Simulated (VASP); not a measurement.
A run of VASP 6.6.1 is set up as follows.

INCAR

```
SYSTEM = PtS2
PREC = Accurate
ENCUT = 520
EDIFF = 1E-6
ISMEAR = 0
SIGMA = 0.05
LREAL = .FALSE.
LASPH = .TRUE.
NELM = 100
ALGO = Normal
ISIF = 2
LWAVE = .FALSE.
LCHARG = .FALSE.
LDIPOL = .TRUE.
IDIPOL = 3
DIPOL = 0.5 0.5 0.373
GGA = PE
IVDW = 12
NBANDS = 31
```

File KPOINTS:

```
regular mesh
0
G
  9 9 1
  0 0 0
```

The input POSCAR:

```
PtS2
1.0
    3.5414392908      0.0000000000      0.0000000000
   -1.7707196454      3.0669763918      0.0000000000
    0.0000000000      0.0000000000     22.4671527902
S Pt
4 2
Direct
    0.6666666667      0.3333333333      0.2002924021
    0.3333333333      0.6666666667      0.3105196487
    0.5000000000      1.3333333333      0.4361687900
    0.8333333333      1.0000000000      0.5464855038
    0.0000000000      0.0000000000      0.2557151160
    1.1666666667      1.6666666667      0.4911052427
```

Potentials or basis: VASP PAW PBE potentials, release 64 (S, Pt).

The run is started by

```sh
$ cat potpaw_PBE.64/S/POTCAR potpaw_PBE.64/Pt/POTCAR > POTCAR
$ mpirun -np 1 vasp_std > vasp.out
```

Question: What does it give for the band gap on the k mesh?

Answer: 1.11 eV, indirect (least direct gap 1.27 eV).

Question: What does it give for the dispersion energy per atom?

Answer: -0.336 eV.

Forces in eV/Å, atoms in the order of the input:
```
S   -0.048  0.016  0.040
S   -0.113  0.062 -0.039
S    0.080 -0.064  0.041
S    0.010 -0.021 -0.039
Pt   0.069 -0.018 -0.002
Pt   0.001  0.025  0.000
```

Caveat: spin-orbit coupling is left out, which moves the levels of the heavy elements.
